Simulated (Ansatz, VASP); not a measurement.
# Sc2AlAs3: VASP beside Ansatz

```
Sc Al As
1.0
     4.28698    0.00000    0.00000
     0.00000    4.28698    0.00000
     0.00000    0.00000    7.90173
Sc Al As
2 1 3
Direct
  0.50000 0.50000 0.20816
  0.50000 0.50000 0.79184
  0.00000 0.00000 0.00000
  0.50000 0.00000 0.00000
  0.00000 0.50000 0.00000
  0.50000 0.50000 0.50000
```

Alike in both runs: task single point; functional PBE; k mesh 4 × 4 × 2; occupations gaussian, width 0.1 eV; no spin polarisation.

|  | VASP | Ansatz |
| --- | --- | --- |
| version | VASP 6.6.1 | Ansatz 0.2.0 |
| potentials or method | VASP PAW PBE potentials, release 64 (Sc_sv, Al, As), cutoff 520 eV | scalar-relativistic, plane waves, PAW |
| valence electrons in the cell | 40 | 70 |

Ansatz gave:

```
gap on the k mesh at the Fermi level (eV)                     : none
pressure (GPa)                                                : 22.8
traceless stress, the component that is largest in VASP (GPa) : -6.43
rms of the force components (eV/Å)                            : 0.680
```

What did VASP give for the same quantities?

gap on the k mesh at the Fermi level (eV): none; pressure (GPa): 23.2; traceless stress, the component that is largest in VASP (GPa): -6.46; rms of the force components (eV/Å): 0.679.

Atom by atom the forces differ by 0.001 eV/Å (rms over components). A gap of «none» marks a metal or a gap that the smearing closes. VASP's potentials hold 40 valence electrons a cell and Ansatz's 70, so a difference there can come from the potentials and not from the codes.

The k mesh is coarse, so the values compare programs but aren't converged.
